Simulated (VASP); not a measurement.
**Si (a cell with a defect): single point with PBE+D3(BJ)**

System: Si (a cell with a defect).

```xyz
17
Lattice="0.0000 5.4300 5.4300 5.4300 0.0000 5.4300 5.4300 5.4300 0.0000" Properties=species:S:1:pos:R:3 pbc="T T T"
Si    0.0009    0.0017    0.0013
Si    1.3384    1.3333    1.3347
Si    2.7160    2.7130   -0.0363
Si    4.0958    4.0937    1.3309
Si    2.7157   -0.0385    2.7135
Si    4.0949    1.3303    4.0930
Si    5.4613    2.7121    2.7124
Si    6.7807    4.0733    4.0749
Si   -0.0311    2.7135    2.7142
Si    1.3323    4.0957    4.0959
Si    2.7144    5.4588    2.7132
Si    4.0776    6.7786    4.0732
Si    2.7141    2.7127    5.4589
Si    4.0780    4.0719    6.7790
Si    5.4298    5.4269    5.4277
Si    6.7835    6.7796    6.7804
Si    2.7160    2.7151    2.7150
```

```
Program                : VASP 6.6.1
Task                   : single point
Functional             : PBE
Dispersion             : D3(BJ)
Potentials or basis    : VASP PAW PBE potentials, release 64 (Si)
Cutoff                 : 520 eV
k mesh                 : 2 × 2 × 2
Occupations            : gaussian, width 0.02 eV
Spin                   : no spin polarisation
Dipole correction      : no
Further INCAR settings : LREAL = Auto; ALGO = Normal; EDIFF = 1e-07; NBANDS = 48
```

- Pressure: 2.4 GPa
- Largest force: 0.021 eV/Å
- Band gap on the k mesh: zero (bands 34 and 35 overlap by 0.25 eV)
- Dispersion energy per atom: -0.332 eV

Forces in eV/Å, atoms in the order of the input:
```
Si  -0.002 -0.002 -0.001
Si  -0.009 -0.005 -0.006
Si   0.001 -0.012  0.009
Si   0.000  0.002  0.002
Si   0.001  0.010 -0.009
Si   0.002  0.001  0.004
Si  -0.004 -0.013 -0.011
Si   0.013  0.006  0.000
Si   0.005 -0.011 -0.008
Si   0.006 -0.004 -0.004
Si   0.000 -0.004 -0.009
Si   0.000  0.014  0.014
Si   0.000 -0.012 -0.004
Si  -0.003  0.016  0.014
Si   0.000  0.004  0.004
Si  -0.010  0.005  0.002
Si  -0.001  0.005  0.004
```

Levels at points of the mesh, in eV from the Fermi level:
| k point | band 30 | band 31 | band 32 | band 33 | band 34 | band 35 | band 36 | band 37 | band 38 | band 39 |
| --- | --- | --- | --- | --- | --- | --- | --- | --- | --- | --- |
| (0.00, 0.00, 0.00) | -1.76 | -0.83 | -0.83 | -0.83 | -0.25 | -0.25 | -0.24 | 0.08 | 0.08 | 0.40 |
| (0.50, 0.00, 0.00) | -1.59 | -1.58 | -1.44 | -1.44 | -0.35 | 0.52 | 0.53 | 0.88 | 0.89 | 1.28 |
| (0.00, 0.50, 0.00) | -1.59 | -1.58 | -1.44 | -1.44 | -0.35 | 0.52 | 0.53 | 0.89 | 0.89 | 1.28 |
| (0.00, 0.00, 0.50) | -1.59 | -1.58 | -1.44 | -1.44 | -0.35 | 0.52 | 0.53 | 0.89 | 0.89 | 1.28 |
| (0.50, 0.50, 0.50) | -1.59 | -1.59 | -1.44 | -1.44 | -0.35 | 0.53 | 0.53 | 0.89 | 0.89 | 1.28 |
| (0.50, 0.50, 0.00) | -2.03 | -2.03 | -1.90 | -1.00 | 0.01 | 0.71 | 1.01 | 1.02 | 1.14 | 1.89 |
| (0.00, 0.50, 0.50) | -2.03 | -2.03 | -1.90 | -1.00 | 0.01 | 0.71 | 1.01 | 1.02 | 1.14 | 1.89 |
| (0.50, 0.00, 0.50) | -2.03 | -2.03 | -1.90 | -1.00 | 0.01 | 0.71 | 1.01 | 1.02 | 1.14 | 1.89 |

Wall time 7 min on 1 thread of Intel Xeon 8259CL, with other jobs on the host, peak memory 0.47 GiB.

Caveat: the k points lie up to 0.50 Å⁻¹ apart.
